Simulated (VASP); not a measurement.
# SnO (Pm) in VASP: notebook

Runs on SnO. Level: PBE. Tasks: single point.

Everything below comes from runs of VASP 6.6.1. Logs are shortened: lines on timing, memory, paths and dates and some standing lists are left out, and cuts for length are marked.

### Step 1. The cell of the first run

The structure is monoclinic, space group Pm (No. 6). Conventional cell: a = 3.802 Å, b = 3.802 Å, c = 4.836 Å, α = 90.00°, β = 90.00°, γ = 90.00°. Within 2.8 Å of Sn (site symmetry m) lie 4 O at 2.15 to 2.26 Å. Within 2.9 Å of Sn (site symmetry m) lie 4 O at 2.19 to 2.30 Å. O (site symmetry m) has 4 Sn at 2.15 to 2.26 Å and 4 O at 2.69 Å within 2.8 Å. Within 2.9 Å of O (site symmetry m) lie 4 Sn at 2.19 to 2.30 Å and 4 O at 2.69 Å.

### Step 2. Single point, PBE

Input file INCAR:

```
ALGO     = Fast           # electronic algorithm
EDIFF    = 1E-6           # SCF threshold, eV
ENCUT    = 520            # plane-wave cutoff, eV
GGA      = PE             # functional
ISIF     = 2              # what is computed and relaxed
ISMEAR   = 0              # smearing method
LASPH    = True           # aspherical terms in the spheres
LCHARG   = True           # write CHGCAR
LELF     = True           # ELF
LREAL    = False          # projectors in reciprocal space
LVHAR    = True         
LWAVE    = False          # write WAVECAR
NBANDS   = 28             # bands
NELM     = 60             # most SCF steps
PREC     = Accurate       # precision mode
SIGMA    = 0.15           # smearing width, eV
```

Input file KPOINTS:

```
k-points
0
Gamma
  12 12 10
```

Input file POSCAR:

```
SnO
1.0
    3.8020000000      0.0000000000      0.0000000000
    0.0000000000      3.8020000000      0.0000000000
    0.0000000000      0.0000000000      4.8360000000
Sn O
2 2
Direct
    0.0000000000      0.4831349500      0.2304553712
    0.5000000000     -0.0168650500      0.7534553712
    0.0000000000      0.0000000000      0.0000000000
    0.5000000000      0.5000000000      0.0000000000
```

Potentials or basis: VASP PAW PBE potentials, release 64 (Sn_d, O).

Command:

```sh
cat potpaw_PBE.64/Sn_d/POTCAR potpaw_PBE.64/O/POTCAR > POTCAR
mpirun -np 1 vasp_std > vasp.out
```

OUTCAR:

```text
EDIFF = 1E-6
   ENCUT = 520
   GGA = PE
   ISIF = 2
   ISMEAR = 0
   LASPH = True
   LREAL = False
   NELM = 60
   PREC = Accurate

 ion  position               nearest neighbor table
   1  0.000  0.483  0.230-   3 2.15   4 2.20   4 2.20   3 2.26   2 3.54   2 3.54   2 3.54   2 3.54
                             2 3.69   2 3.69   2 3.69   2 3.69
   2  0.500  0.983  0.753-   4 2.19   3 2.24   3 2.24   4 2.30   1 3.54   1 3.54   1 3.54   1 3.54
                             1 3.69   1 3.69   1 3.69   1 3.69
   3  0.000  0.000  0.000-   1 2.15   2 2.24   2 2.24   1 2.26
   4  0.500  0.500  0.000-   2 2.19   1 2.20   1 2.20   2 2.30

  LATTYP: Found a simple tetragonal cell.
 ALAT       =     3.8020000000
 C/A-ratio  =     1.2719621252

  Lattice vectors:

 A1 = (   3.8020000000,   0.0000000000,   0.0000000000)
 A2 = (   0.0000000000,   3.8020000000,   0.0000000000)
 A3 = (   0.0000000000,   0.0000000000,   4.8360000000)

Analysis of symmetry for initial positions (statically):
=====================================================================
 Subroutine PRICEL returns:
 Original cell was already a primitive cell.

 Routine SETGRP: Setting up the symmetry group for a
 simple tetragonal supercell.

 Subroutine GETGRP returns: Found  2 space group operations
 (whereof  2 operations were pure point group operations)
 out of a pool of 16 trial point group operations.

The static configuration has the point symmetry C_1h.

Analysis of symmetry for dynamics (positions and initial velocities):
=====================================================================
 Subroutine PRICEL returns:
 Original cell was already a primitive cell.

 Routine SETGRP: Setting up the symmetry group for a
 simple tetragonal supercell.

 Subroutine GETGRP returns: Found  2 space group operations
 (whereof  2 operations were pure point group operations)
 out of a pool of 16 trial point group operations.

The dynamic configuration has the point symmetry C_1h.

 Subroutine INISYM returns: Found  2 space group operations
 (whereof  2 operations are pure point group operations),
 and found     1 'primitive' translations

----------------------------------------------------------------------------------------

                                     Primitive cell

  volume of cell :      69.9054

[... 91 lines left out ...]
   NELM   =     60;   NELMIN=  2; NELMDL= -5     # of ELM steps
   EDIFF  = 0.1E-05   stopping-criterion for ELM
   LREAL  =      F    real-space projection
   EDIFFG = 0.1E-04   stopping-criterion for IOM
   NSW    =      0    number of steps for IOM
   IBRION =     -1    ionic relax: 0-MD 1-quasi-New 2-CG
   NFREE  =      0    steps in history (QN), initial steepest desc. (CG)
   ISIF   =      2    stress and relaxation
   ISYM   =      2    0-nonsym 1-usesym 2-fastsym
   POTIM  = 0.5000    time-step for ionic-motion
   TEBEG  =    0.0;   TEEND  =   0.0 temperature during run
   PSTRESS=    0.0 pullay stress
   NELECT =      40.0000    total number of electrons
   NUPDOWN=      -1.0000    fix difference up-down
   EMIN   =  10.00;   EMAX   =-10.00  energy-range for DOS
   EFERMI =   0.00;   METHOD = LEGACY
   ISMEAR =     0;   SIGMA  =   0.15  broadening in eV -4-tet -1-fermi 0-gaus
   EFERMI_NEDOS =   21; number of points for ismear=-14 and -15
   IALGO  =     68    algorithm
   IMIX   =      4    mixing-type and parameters
     AMIX     =   0.40;   BMIX     =  1.00
     AMIX_MAG =   1.60;   BMIX_MAG =  1.00
  volume/ion in A,a.u.               =      17.48       117.94
  Fermi-wavevector in a.u.,A,eV,Ry     =   1.359121  2.568365 25.132801  1.847209
  Thomas-Fermi vector in A             =   2.485896
   LORBIT       =      0    0 simple, 1 ext, 2 COOP (PROOUT), +10 PAW based schemes
   GGA     = PE    functional components
   LHFCALC =     F    Hartree Fock is set to
   AEXX    =    0.0000 exact exchange contribution
   IVDW    =     0    specifies the selected vdW correction
   LEPSILON=     F    determine dielectric tensor
   LRPA    =     F    only Hartree local field effects (RPA)
 non-spin polarized calculation
 RMM-DIIS sequential band-by-band and
 Gauss-broadening in eV      SIGMA  =   0.15
  energy-cutoff  :      520.00
  volume of cell :       69.91
 maximum number of plane-waves:      1904
   NGX = 15   NGY = 15   NGZ = 17

 number of electron      39.9999989 magnetization

 Free energy of the ion-electron system (eV)
  ---------------------------------------------------
  ext. energy  EPLUGINS =         0.00000000
  ---------------------------------------------------
  free energy    TOTEN  =       -22.64189937 eV

  energy without entropy =      -22.64086011  energy(sigma->0) =      -22.64137974

 E-fermi :   7.3372     XC(G=0): -10.2682

 val. band max:        7.2655624523   @ k =   0.5000   0.5000   0.0000
 cond. band min:       7.4156506780   @ k =   0.5000   0.5000   0.1000
 fundamental gap:      0.1500882257
 Fermi energy:         7.3372359445

 k-point     1 :       0.0000    0.0000    0.0000
  band No.  band energies     occupation
      1     -14.8367      2.00000
      2     -14.4026      2.00000
      3     -14.3994      2.00000
      4     -14.3878      2.00000
      5     -14.3677      2.00000
      6     -14.3490      2.00000
[... 733 lines left out ...]
     27      15.6345      0.00000
     28      15.7163      0.00000

 [... further k-points ...]

------------------------ aborting loop because EDIFF is reached ----------------------------------------

  FORCE on cell =-STRESS in cart. coord.  units (eV):
  Direction    XX          YY          ZZ          XY          YZ          ZX
  --------------------------------------------------------------------------------------
  -------------------------------------------------------------------------------------
  Total        2.1138032      2.3273333      1.6403711      0.0000000      0.0689609      0.0000000
  in kB       48.4467457     53.3406932     37.5960469      0.0000000      1.5805310      0.0000000
  external PRESSURE =      46.4611619 kB  Pullay stress =       0.0000000 kB

 VOLUME and BASIS-vectors are now :
 -----------------------------------------------------------------------------
  energy-cutoff  :      520.00
  volume of cell :       69.91
      direct lattice vectors                 reciprocal lattice vectors
     3.802000000  0.000000000  0.000000000     0.263019463  0.000000000  0.000000000
     0.000000000  3.802000000  0.000000000     0.000000000  0.263019463  0.000000000
     0.000000000  0.000000000  4.836000000     0.000000000  0.000000000  0.206782465

 POSITION                                       TOTAL-FORCE (eV/Angst)
 -----------------------------------------------------------------------------------
      0.00000      1.83688      1.11448         0.000000      0.313648      0.770953
      1.90100      3.73788      3.64371         0.000000      0.224370     -0.195070
      0.00000      0.00000      0.00000         0.000000     -0.321530     -0.331546
      1.90100      1.90100      0.00000         0.000000     -0.216489     -0.244337
 -----------------------------------------------------------------------------------
    total drift:                                0.000000      0.000229      0.000060

  FREE ENERGIE OF THE ION-ELECTRON SYSTEM (eV)
  ---------------------------------------------------
  free  energy   TOTEN  =       -22.6418993664 eV

  energy  without entropy=      -22.6408601102  energy(sigma->0) =      -22.64137974
```

OSZICAR:

```text
N       E                     dE             d eps       ncg     rms          rms(c)
DAV:   1     0.418934029342E+03    0.41893E+03   -0.19954E+04 25072   0.219E+03
DAV:   2     0.371522463317E+02   -0.38178E+03   -0.36672E+03 25120   0.542E+02
DAV:   3    -0.233837674070E+02   -0.60536E+02   -0.59364E+02 27728   0.181E+02
DAV:   4    -0.262805514801E+02   -0.28968E+01   -0.28830E+01 27764   0.422E+01
DAV:   5    -0.263488840727E+02   -0.68333E-01   -0.68324E-01 26544   0.702E+00    0.117E+01
RMM:   6    -0.227884026035E+02    0.35605E+01   -0.10253E+01 30950   0.160E+01    0.442E+00
RMM:   7    -0.226579496668E+02    0.13045E+00   -0.72837E-01 31907   0.665E+00    0.240E+00
RMM:   8    -0.226543373913E+02    0.36123E-02   -0.23709E-01 33210   0.331E+00    0.863E-01
RMM:   9    -0.226407521375E+02    0.13585E-01   -0.33419E-02 32575   0.112E+00    0.273E-01
RMM:  10    -0.226417106501E+02   -0.95851E-03   -0.92690E-03 34483   0.622E-01    0.108E-01
RMM:  11    -0.226418282789E+02   -0.11763E-03   -0.17572E-03 35200   0.313E-01    0.176E-02
RMM:  12    -0.226418868913E+02   -0.58612E-04   -0.62415E-04 38006   0.146E-01    0.147E-02
RMM:  13    -0.226418973266E+02   -0.10435E-04   -0.86141E-05 33522   0.558E-02    0.992E-03
RMM:  14    -0.226418991190E+02   -0.17924E-05   -0.33607E-05 31738   0.309E-02    0.365E-03
RMM:  15    -0.226418993664E+02   -0.24741E-06   -0.45449E-06 24779   0.152E-02
   1 F= -.22641899E+02 E0= -.22641380E+02  d E =-.103926E-02
```

It took 14 min on 1 thread of Oxide Virtual Turin-like, shared host; peak memory 0.67 GiB.

Results:

```yaml
Free_energy: -22.6419 eV
Pressure: 4.6 GPa
Largest_force: 0.832 eV/Å
Band_gap_on_the_k_mesh: 0.03 eV (least direct gap 1.85 eV)
```

Forces in eV/Å, atoms in the order of the input:
```
Sn   0.000  0.314  0.771
Sn   0.000  0.224 -0.195
O    0.000 -0.322 -0.332
O    0.000 -0.216 -0.244
```

Caveat: the cell differs from its parent crystal (all Sn atoms moved +0.075 Å, as atom 1 towards its neighbour atom 3 (O) at 2.224 Å); the cell stands under pressure; the smearing spreads over this small gap; semilocal functionals underestimate gaps, and a narrow one can read as zero; spin-orbit coupling is left out, which moves the levels of the heavy elements. A k mesh can miss the band edges.

### Step 3. Single point, PBE

Input file INCAR:

```
SYSTEM = SnO
PREC = Accurate ; ENCUT = 520
EDIFF = 1E-7 ; ISMEAR = 0
SIGMA = 0.15 ; LREAL = .FALSE.
LASPH = .TRUE. ; NELM = 100
ALGO = Fast ; ISIF = 2
LWAVE = .FALSE. ; LCHARG = .TRUE.
GGA = PE ; LELF = .TRUE.
LVHAR = .TRUE. ; NBANDS = 28
```

Input file KPOINTS:

```
regular mesh
0
G
  12 12 10
  0 0 0
```

POSCAR: that of step 2 with these lines changed.

```diff
@@ -8,4 +8,4 @@
 Direct
-    0.0000000000      0.4831349500      0.2304553712
-    0.5000000000     -0.0168650500      0.7534553712
+    0.0000000000      0.4943783167      0.2358184571
+    0.5000000000     -0.0056216833      0.7588184571
     0.0000000000      0.0000000000      0.0000000000
```

Potentials or basis: VASP PAW PBE potentials, release 64 (Sn_d, O).

Command:

```sh
cat potpaw_PBE.64/Sn_d/POTCAR potpaw_PBE.64/O/POTCAR > POTCAR
mpirun -np 1 vasp_std > vasp.out
```

OUTCAR:

```text
SYSTEM = SnO
   PREC = Accurate
   ENCUT = 520
   EDIFF = 1E-7
   ISMEAR = 0
   LREAL = .FALSE.
   LASPH = .TRUE.
   NELM = 100
   ISIF = 2
   GGA = PE

 ion  position               nearest neighbor table
   1  0.000  0.494  0.236-   3 2.20   4 2.22   4 2.22   3 2.24   2 3.54   2 3.54   2 3.54   2 3.54
                             2 3.69   2 3.69   2 3.69   2 3.69
   2  0.500  0.994  0.759-   4 2.21   3 2.23   3 2.23   4 2.25   1 3.54   1 3.54   1 3.54   1 3.54
                             1 3.69   1 3.69   1 3.69   1 3.69
   3  0.000  0.000  0.000-   1 2.20   2 2.23   2 2.23   1 2.24
   4  0.500  0.500  0.000-   2 2.21   1 2.22   1 2.22   2 2.25

  LATTYP: Found a simple tetragonal cell.
 ALAT       =     3.8020000000
 C/A-ratio  =     1.2719621252

  Lattice vectors:

 A1 = (   3.8020000000,   0.0000000000,   0.0000000000)
 A2 = (   0.0000000000,   3.8020000000,   0.0000000000)
 A3 = (   0.0000000000,   0.0000000000,   4.8360000000)

Analysis of symmetry for initial positions (statically):
=====================================================================
 Subroutine PRICEL returns:
 Original cell was already a primitive cell.

 Routine SETGRP: Setting up the symmetry group for a
[... 175 lines left out ...]
 val. band max:        7.2650583642   @ k =   0.5000   0.5000   0.0000
 cond. band min:       7.4161944730   @ k =   0.5000   0.5000   0.1000
 fundamental gap:      0.1511361088
 Fermi energy:         7.3395001128

 k-point     1 :       0.0000    0.0000    0.0000
  band No.  band energies     occupation
      1     -14.8282      2.00000
      2     -14.3878      2.00000
      3     -14.3874      2.00000
      4     -14.3851      2.00000
      5     -14.3460      2.00000
      6     -14.3349      2.00000
[... 733 lines left out ...]
     27      15.6535      0.00000
     28      15.6804      0.00000

 [... further k-points ...]

------------------------ aborting loop because EDIFF is reached ----------------------------------------

  FORCE on cell =-STRESS in cart. coord.  units (eV):
  Direction    XX          YY          ZZ          XY          YZ          ZX
  --------------------------------------------------------------------------------------
  -------------------------------------------------------------------------------------
  Total        2.1085246      2.1341293      1.5958431      0.0000000      0.0075902      0.0000000
  in kB       48.3257640     48.9126041     36.5754996      0.0000000      0.1739622      0.0000000
  external PRESSURE =      44.6046226 kB  Pullay stress =       0.0000000 kB

 VOLUME and BASIS-vectors are now :
 -----------------------------------------------------------------------------
  energy-cutoff  :      520.00
  volume of cell :       69.91
      direct lattice vectors                 reciprocal lattice vectors
     3.802000000  0.000000000  0.000000000     0.263019463  0.000000000  0.000000000
     0.000000000  3.802000000  0.000000000     0.000000000  0.263019463  0.000000000
     0.000000000  0.000000000  4.836000000     0.000000000  0.000000000  0.206782465

 POSITION                                       TOTAL-FORCE (eV/Angst)
 -----------------------------------------------------------------------------------
      0.00000      1.87963      1.14042         0.000000      0.091922      0.538341
      1.90100      3.78063      3.66965         0.000000      0.082682     -0.348137
      0.00000      0.00000      0.00000         0.000000     -0.093062     -0.099912
      1.90100      1.90100      0.00000         0.000000     -0.081542     -0.090292
 -----------------------------------------------------------------------------------
    total drift:                                0.000000     -0.000466      0.000277

  FREE ENERGIE OF THE ION-ELECTRON SYSTEM (eV)
  ---------------------------------------------------
  free  energy   TOTEN  =       -22.6669491179 eV

  energy  without entropy=      -22.6659013058  energy(sigma->0) =      -22.66642521
```

OSZICAR:

```text
N       E                     dE             d eps       ncg     rms          rms(c)
DAV:   1     0.418776054972E+03    0.41878E+03   -0.19946E+04 25040   0.219E+03
DAV:   2     0.371163815005E+02   -0.38166E+03   -0.36672E+03 25160   0.541E+02
DAV:   3    -0.234061072222E+02   -0.60522E+02   -0.59308E+02 27832   0.180E+02
DAV:   4    -0.262935404661E+02   -0.28874E+01   -0.28737E+01 27728   0.421E+01
DAV:   5    -0.263614622280E+02   -0.67922E-01   -0.67913E-01 26644   0.699E+00    0.117E+01
RMM:   6    -0.228149233049E+02    0.35465E+01   -0.10231E+01 30931   0.160E+01    0.442E+00
RMM:   7    -0.226828574281E+02    0.13207E+00   -0.72668E-01 32039   0.663E+00    0.239E+00
RMM:   8    -0.226792454186E+02    0.36120E-02   -0.23514E-01 33051   0.330E+00    0.857E-01
RMM:   9    -0.226657978985E+02    0.13448E-01   -0.33621E-02 32552   0.112E+00    0.269E-01
RMM:  10    -0.226667635461E+02   -0.96565E-03   -0.89607E-03 34454   0.612E-01    0.108E-01
RMM:  11    -0.226668804260E+02   -0.11688E-03   -0.17158E-03 35329   0.306E-01    0.171E-02
RMM:  12    -0.226669368243E+02   -0.56398E-04   -0.60104E-04 37812   0.142E-01    0.141E-02
RMM:  13    -0.226669468942E+02   -0.10070E-04   -0.86079E-05 34887   0.533E-02    0.805E-03
RMM:  14    -0.226669488336E+02   -0.19394E-05   -0.29469E-05 40050   0.269E-02    0.314E-03
RMM:  15    -0.226669490351E+02   -0.20150E-06   -0.29889E-06 30418   0.897E-03    0.113E-03
RMM:  16    -0.226669491179E+02   -0.82796E-07   -0.71830E-07 26804   0.471E-03
   1 F= -.22666949E+02 E0= -.22666425E+02  d E =-.104781E-02
```

stdout:

```text
POSCAR found type information on POSCAR SnO
 POSCAR found :  2 types and       4 ions
 scaLAPACK will be used
 LDA part: xc-table for (Slater+PW92), standard interpolation
[... 33 lines left out ...]
 num prob  num prob  num prob  num prob  num prob  num prob  num prob  num prob WARNING in EDDRMM: call to ZHEGV failed, returncode =   6  3     26
WARNING in EDDRMM: call to ZHEGV failed, returncode =   6  3     24
WARNING in EDDRMM: call to ZHEGV failed, returncode =   8  4     25
WARNING in EDDRMM: call to ZHEGV failed, returncode =   6  3     25
WARNING in EDDRMM: call to ZHEGV failed, returncode =   8  4     26
 num prob  num prob  num prob  num prob  num prob  num prob  num prob WARNING in EDDRMM: call to ZHEGV failed, returncode =   6  3     25
 num prob RMM:  16    -0.226669491179E+02   -0.82796E-07   -0.71830E-07 26804   0.471E-03
```

It took 14 min on 1 thread of Oxide Virtual Turin-like, shared host; peak memory 0.66 GiB.

Results:

```yaml
Free_energy: -22.6669 eV
Pressure: 4.5 GPa
Largest_force: 0.546 eV/Å
Band_gap_on_the_k_mesh: 0.03 eV (least direct gap 1.92 eV)
```

Forces in eV/Å, atoms in the order of the input:
```
Sn   0.000  0.092  0.538
Sn   0.000  0.083 -0.348
O    0.000 -0.093 -0.100
O    0.000 -0.082 -0.090
```

Levels at points of the mesh, in eV from the valence-band top:
| k point | band 17 | band 18 | band 19 | band 20 | band 21 | band 22 | band 23 | band 24 |
| --- | --- | --- | --- | --- | --- | --- | --- | --- |
| (0.00, 0.00, 0.00) | -3.54 | -3.22 | -3.22 | 0.00 | 2.09 | 4.35 | 4.64 | 4.66 |
| (0.50, 0.00, 0.00) | -4.91 | -4.86 | -2.78 | -2.75 | 3.16 | 3.18 | 5.83 | 5.91 |
| (0.00, 0.50, 0.00) | -4.92 | -4.87 | -2.78 | -2.75 | 3.16 | 3.18 | 5.84 | 5.94 |
| (0.50, 0.50, 0.00) | -2.57 | -2.54 | -1.96 | -1.89 | 0.03 | 0.03 | 4.40 | 4.47 |
| (0.00, 0.00, 0.50) | -3.24 | -3.23 | -3.13 | -2.28 | 1.69 | 2.92 | 2.92 | 3.67 |
| (0.50, 0.00, 0.50) | -4.89 | -4.83 | -1.82 | -1.76 | 2.54 | 2.58 | 5.35 | 5.44 |
| (0.00, 0.50, 0.50) | -4.89 | -4.84 | -1.82 | -1.76 | 2.54 | 2.58 | 5.35 | 5.44 |
| (0.50, 0.50, 0.50) | -2.76 | -2.69 | -2.57 | -2.54 | 2.29 | 2.29 | 4.03 | 4.03 |

Caveat: the cell differs from its parent crystal (all Sn atoms moved +0.025 Å, as atom 1 towards its neighbour atom 3 (O) at 2.224 Å); the cell stands under pressure; the smearing spreads over this small gap; semilocal functionals underestimate gaps, and a narrow one can read as zero; spin-orbit coupling is left out, which moves the levels of the heavy elements. A k mesh can miss the band edges.

The gap in the log of VASP goes by the Fermi energy; the results here count the filled bands.